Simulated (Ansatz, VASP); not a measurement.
One calculation of CoO, two programs

```xyz
4
Lattice="3.1976 0.0000 0.0000 -1.5988 2.7692 0.0000 0.0000 0.0000 5.2287" Properties=species:S:1:pos:R:3 pbc="T T T"
Co    0.0000    1.8462    2.6319
Co    0.0000    0.0000    0.0182
O     0.0000    1.8462    4.5571
O     0.0000    0.0000    1.9430
```

Alike in both runs: task electric field gradients; functional LDA; k mesh 10 × 10 × 5; occupations gaussian, width 0.1 eV; collinear spin.

```csv
,VASP,Ansatz
version,VASP 6.6.1,Ansatz 0.2.0
potentials or method,"VASP PAW LDA potentials, release 64 (Co_sv, O)",Ansatz PAW
plane-wave cutoff (eV),520,420
valence electrons in the cell,46,46
```

Ansatz gave:

```
gap on the k mesh at the Fermi level (eV)                     : none
rms of the force components (eV/Å)                            : 0.141
net moment per atom (μB)                                      : 1.40
size of the moment on the site where the two differ most (μB) : 0.32
size of Vzz on the site where it differs most (V/Å²)          : 10.1
```

Task: What did VASP give for the same quantities?

Result: gap on the k mesh at the Fermi level (eV): none; rms of the force components (eV/Å): 0.141; net moment per atom (μB): 1.34; size of the moment on the site where the two differ most (μB): 0.29; size of Vzz on the site where it differs most (V/Å²): 9.1.

LDA's correlation is that of Perdew and Zunger in VASP and of Perdew and Wang (1992) in Ansatz. Site moments also hang on the region over which each program counts them. Atom by atom the forces differ by 0.000 eV/Å (rms over components). A gap of «none» marks a metal or a gap that the smearing closes.
